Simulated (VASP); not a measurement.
Here is a VASP 6.6.1 calculation.

INCAR

```
SYSTEM = BiTe
ALGO     = Normal         ! electronic algorithm
EDIFF    = 1E-6           ! SCF threshold, eV
ENCUT    = 520            ! plane-wave cutoff, eV
GGA      = PS             ! functional
ISIF     = 2              ! what is computed and relaxed
ISMEAR   = -1             ! smearing method
LASPH    = .TRUE.         ! aspherical terms in the spheres
LCHARG   = .FALSE.        ! write CHGCAR
LREAL    = .FALSE.        ! projectors in reciprocal space
LWAVE    = .FALSE.        ! write WAVECAR
NBANDS   = 18             ! bands
NELM     = 60             ! most SCF steps
PREC     = Accurate       ! precision mode
SIGMA    = 0.1            ! smearing width, eV
```

KPOINTS

```
k-points
0
G
  6 6 6
  0 0 0
```

POSCAR

```
BiTe
1.0
    0.0000000000      3.1689610617      3.1689610617
    3.1689610617      0.0000000000      3.1689610617
    3.1689610617      3.1689610617      0.0000000000
Bi Te
1 1
Direct
    0.0000000000      0.0000000000      0.0000000000
    0.5000000000      0.5000000000      0.5000000000
```

Potentials or basis: VASP PAW PBE potentials, release 64 (Bi_d, Te).

Run with:

```console
$ cat potpaw_PBE.64/Bi_d/POTCAR potpaw_PBE.64/Te/POTCAR > POTCAR
$ mpirun -np 1 vasp_std > vasp.out
```

Question: Estimate the pressure.

Answer: 1.7 GPa.

Caveat: the PAW data sets were made with another functional, which shifts forces and pressure a little.
